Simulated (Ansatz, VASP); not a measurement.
# Two plane-wave programs on Na3BiH6

```
Na Bi H
1.0
    -3.32527    3.32527    3.32527
     3.32527   -3.32527    3.32527
     3.32527    3.32527   -3.32527
Na Bi H
3 1 6
Direct
  0.00000 0.50000 0.50000
  0.50000 0.00000 0.50000
  0.50000 0.50000 0.00000
  0.00000 0.00000 0.00000
  0.00000 0.24920 0.24920
  0.00000 0.75080 0.75080
  0.24920 0.00000 0.24920
  0.75080 0.00000 0.75080
  0.24920 0.24920 0.00000
  0.75080 0.75080 0.00000
```

Alike in both runs: task relaxation of cell and atoms; functional PBE; k mesh 4 × 4 × 4; occupations gaussian, width 0.1 eV; no spin polarisation.

```csv
,VASP,Ansatz
version,VASP 6.6.1,Ansatz 0.2.0
potentials or method,"VASP PAW PBE potentials, release 64 (Na_pv, Bi_d, H), cutoff 600 eV","scalar-relativistic, plane waves, PAW"
valence electrons in the cell,42,48
```

Ansatz gave:

* gap on the k mesh at the Fermi level, each at its own relaxed structure (eV): 1.66
* relaxed volume (Å³/atom): 28.58
* relaxed cell length with the largest relative difference (Å): 7.188

Q: What did VASP give for the same quantities?

A: gap on the k mesh at the Fermi level, each at its own relaxed structure (eV): 1.65; relaxed volume (Å³/atom): 27.86; relaxed cell length with the largest relative difference (Å): 7.127.

VASP's potentials hold 42 valence electrons a cell and Ansatz's 48, so a difference there can come from the potentials and not from the codes.

Neither program's run includes spin-orbit coupling. Noted on VASP's run: the volume moved by over 15 % at a fixed basis, so the end points are rough.
